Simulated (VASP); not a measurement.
Wanted: the native input for a VASP 6.6.1 run.

```
Task                   : single point
Functional             : PBE
Potentials or basis    : VASP PAW PBE potentials, release 64 (Ga_d, P)
Cutoff                 : 520 eV
k mesh                 : 8 × 8 × 8
Occupations            : fermi-dirac, width 0.02 eV
Spin                   : no spin polarisation
Dipole correction      : no
Further INCAR settings : ALGO = Normal; EDIFF = 1e-06; NBANDS = 16
```

The structure of GaP lies in POSCAR:

```
GaP
1.0
    0.0000000000      2.5803118797      2.5803118797
    2.5803118797      0.0000000000      2.5803118797
    2.5803118797      2.5803118797      0.0000000000
Ga P
1 1
Direct
    0.0000000000      0.0000000000      0.0000000000
    0.5000000000      0.5000000000      0.5000000000
```

The input as run:

INCAR

```
PREC     = Accurate       # precision mode
ENCUT    = 520            # plane-wave cutoff, eV
EDIFF    = 1E-6           # SCF threshold, eV
ISMEAR   = -1             # smearing method
SIGMA    = 0.02           # smearing width, eV
LREAL    = F              # projectors in reciprocal space
LASPH    = T              # aspherical terms in the spheres
NELM     = 100            # most SCF steps
ALGO     = Normal         # electronic algorithm
ISIF     = 2              # what is computed and relaxed
LWAVE    = F              # write WAVECAR
LCHARG   = F              # write CHGCAR
GGA      = PE             # functional
NBANDS   = 16             # bands
```

KPOINTS

```
regular mesh
0
Gamma
  8 8 8
```

Potentials or basis: VASP PAW PBE potentials, release 64 (Ga_d, P).

Launch:

```bash
$ cat potpaw_PBE.64/Ga_d/POTCAR potpaw_PBE.64/P/POTCAR > POTCAR
$ mpirun -np 1 vasp_std > vasp.out
```

It gave:

```json
{"Pressure": "0.1 GPa", "Band gap on the k mesh": "zero (band 9 reaches 6.85 eV, above the bottom of band 10 at 3.74 eV)"}
```

It took 14 s on 1 thread of AMD EPYC 7R13 (shared host), peak memory 0.13 GiB.
